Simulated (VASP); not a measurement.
Runs of VASP 6.6.1 on SnTe. The structure is that of space group F-43m (No. 216), or close to it. The cells are those of the table. 

| cell | gap on the mesh (eV) | pressure (GPa) |
| --- | --- | --- |
| a = 5.152 Å, angles 60.0°, 2 atoms | 0.34 | (b) |
| a = 5.196 Å, angles 60.0°, 2 atoms | 0.39 | -1.2 |
| a = 5.014 Å, angles 60.0°, 2 atoms | 0.14 | 1.4 |
| a = 4.967 Å, angles 60.0°, 2 atoms | 0.06 | 2.4 |
| a = 5.061 Å, angles 60.0°, 2 atoms | 0.21 | 0.6 |
| a = 5.107 Å, angles 60.0°, 2 atoms | 0.28 | 0.0 |
| a = 5.240 Å, angles 60.0°, 2 atoms | (a) | -1.7 |

Alike in all rows: task single point; level PBE; potentials or basis VASP PAW PBE potentials, release 64 (Sn_d, Te); no spin polarisation; k mesh 6 × 6 × 6; cutoff (eV) 500; smearing gaussian 0.01 eV.

Task: Fill in the values left out.

Result: (a) 0.44; (b) -0.7.

Caveats: spin-orbit coupling is left out, which moves the levels of the heavy elements.

A k mesh can miss the band edges, and the runs leave out spin-orbit coupling on Sn, Te.
